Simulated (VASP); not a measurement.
Input of a VASP 6.6.1 run:

INCAR

```
PREC = Accurate ; ENCUT = 520
EDIFF = 1E-6 ; ISMEAR = 0
SIGMA = 0.1 ; LREAL = False
LASPH = True ; NELM = 60
ALGO = Normal ; ISIF = 2
LWAVE = False ; LCHARG = False
GGA = PS ; NBANDS = 38
```

The input KPOINTS:

```
Automatic mesh
0
Gamma
  4 4 4
```

Contents of POSCAR:

```
Zr2N
1.0
    5.4130027300      0.0000000000      0.0000000000
    0.0000000000      5.4130027300      0.0000000000
    0.0000000000      0.0000000000      3.3077891900
Zr N
4 2
Direct
    0.2961254600      0.2961254600      0.0000000000
    0.7038745400      0.7038745400      0.0000000000
    0.7961254600      0.2038745400      0.5000000000
    0.2038745400      0.7961254600      0.5000000000
    0.0000000000      0.0000000000      0.0000000000
    0.5000000000      0.5000000000      0.5000000000
```

Potentials or basis: VASP PAW PBE potentials, release 64 (Zr_sv, N).

Launch:

```bash
$ cat potpaw_PBE.64/Zr_sv/POTCAR potpaw_PBE.64/N/POTCAR > POTCAR
$ mpirun -np 1 vasp_std > vasp.out
```

(1) What does it give for the band gap on the k mesh?

(2) Estimate the pressure.

Answers

(1) zero (bands 29 and 30 overlap by 2.51 eV).

(2) -4.7 GPa.

Caveat: the k points lie up to 0.47 Å⁻¹ apart, too coarse for converged energies and pressures of a metal; the PAW data sets were made with another functional, which shifts forces and pressure a little.
